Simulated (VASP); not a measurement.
ZnO:

```xyz
4
Lattice="3.2493 0.0000 0.0000 -1.6247 2.8140 0.0000 0.0000 0.0000 5.2057" Properties=species:S:1:pos:R:3 pbc="T T T"
Zn    0.0000    1.8760    2.6029
Zn    1.6247    0.9380    0.0000
O     1.6247    0.9380    1.9730
O     0.0000    1.8760    4.5759
```

| Item | Value |
| --- | --- |
| Program | VASP 6.6.1 |
| Task | relaxation of cell and atoms |
| Functional | revPBE |
| Dispersion | D3(BJ) |
| Potentials or basis | VASP PAW PBE potentials, release 64 (Zn, O) |
| Cutoff | 600 eV |
| k mesh | 12 × 12 × 4 |
| Occupations | gaussian, width 0.01 eV |
| Spin | no spin polarisation |

At the start: pressure 3.1 GPa; volume 11.90 Å³/atom.

Problem. How do energy, volume and symmetry change on relaxing?

Solution. Over 3 steps the energy falls by 2.7 meV/atom and the volume is 12.16 Å³/atom (+2.2 %); space group P6_3mc (No. 186, to 0.1 Å) before and after.

The path:
| step | energy change (eV) | largest force (eV/Å) | pressure (GPa) | volume (Å³) |
| --- | --- | --- | --- | --- |
| 1 | 0.0000 | 0.0733 | 3.11 | 47.60 |
| 2 | -0.0082 | 0.0386 | -1.41 | 49.21 |
| 3 | -0.0109 | 0.0057 | 0.12 | 48.65 |

Final structure:
```
Zn O
1.0
     3.26825    0.00000    0.00000
    -1.63412    2.83039    0.00000
     0.00000    0.00000    5.25890
Zn O
2 2
Cartesian
  0.0000 1.8869 2.6271
  1.6341 0.9435 5.2565
  1.6341 0.9435 1.9955
  0.0000 1.8869 4.6250
```

Caveat: the PAW data sets were made with another functional, which shifts forces and pressure a little.
